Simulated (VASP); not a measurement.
Write the native input for VASP 6.6.1 that does the following.

```yaml
Task: single point
Functional: PBE
Potentials_or_basis: VASP PAW PBE potentials, release 64 (Ca_sv, Be, Cl)
Cutoff: 520 eV
k_mesh: 4 × 4 × 4
Occupations: gaussian, width 0.1 eV
Spin: no spin polarisation
Dipole_correction: no
Further_INCAR_settings: ALGO = Normal; EDIFF = 1e-07; NBANDS = 42
```

The structure of Ca2BeCl6 lies in POSCAR:

```
Ca2BeCl6
1.0
    0.0000000000      4.5578845956      4.5578845956
    4.5578845956      0.0000000000      4.5578845956
    4.5578845956      4.5578845956      0.0000000000
Ca Be Cl
2 1 6
Direct
    0.2500000000      0.2500000000      0.2500000000
    0.7500000000      0.7500000000      0.7500000000
    0.0000000000      0.0000000000      0.0000000000
    0.7563628298      0.2436371702      0.2436371702
    0.2436371702      0.7563628298      0.7563628298
    0.2436371702      0.7563628298      0.2436371702
    0.7563628298      0.2436371702      0.7563628298
    0.2436371702      0.2436371702      0.7563628298
    0.7563628298      0.7563628298      0.2436371702
```

These files were run (other wordings do the same):

INCAR

```
ALGO = Normal
EDIFF = 1E-7
ENCUT = 520
GGA = PE
ISIF = 2
ISMEAR = 0
LASPH = T
LCHARG = F
LREAL = F
LWAVE = F
NBANDS = 42
NELM = 100
PREC = Accurate
SIGMA = 0.1
```

KPOINTS

```
k-points
0
Gamma
  4 4 4
```

Potentials or basis: VASP PAW PBE potentials, release 64 (Ca_sv, Be, Cl).

Run with:

```console
$ cat potpaw_PBE.64/Ca_sv/POTCAR potpaw_PBE.64/Be/POTCAR potpaw_PBE.64/Cl/POTCAR > POTCAR
$ mpirun -np 1 vasp_std > vasp.out
```

Results of the run:

```json
{
  "Pressure": "0.3 GPa",
  "Band gap on the k mesh": "3.62 eV, direct"
}
```

Wall time 120 s on 1 thread of AMD EPYC 7R43 64-Core Processor (Zen 3), on a shared host, peak memory 0.3 GiB.
